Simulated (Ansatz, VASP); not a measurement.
Ga in VASP and in Ansatz

```
Ga
1.0
     2.25535   -3.82240    0.00000
     2.25535    3.82240    0.00000
     0.00000    0.00000    4.65220
Ga
4
Direct
  0.15250 0.84750 0.07850
  0.65250 0.34750 0.42150
  0.84750 0.15250 0.92150
  0.34750 0.65250 0.57850
```

Change from the starting cell: zz strain of +3 %.

Alike in both runs: task single point; functional PBEsol; k mesh 9 × 9 × 8; occupations fermi-dirac, width 0.05 eV; no spin polarisation.

|  | VASP | Ansatz |
| --- | --- | --- |
| version | VASP 6.6.1 | Ansatz 0.2.0 |
| potentials or method | VASP PAW PBE potentials, release 64 (Ga_d), cutoff 520 eV | all-electron LAPW, scalar-relativistic |

Ansatz gave:

* pressure (GPa): -2.5
* traceless stress, the component that is largest in VASP (GPa): 2.55
* rms of the force components (eV/Å): 0.294

Estimate VASP's values.

pressure (GPa): -2.5; traceless stress, the component that is largest in VASP (GPa): 2.55; rms of the force components (eV/Å): 0.291.

VASP's potentials were made for PBE, not for PBEsol. Atom by atom the forces differ by 0.002 eV/Å (rms over components). Ansatz ran all-electron here, and VASP with PAW potentials.
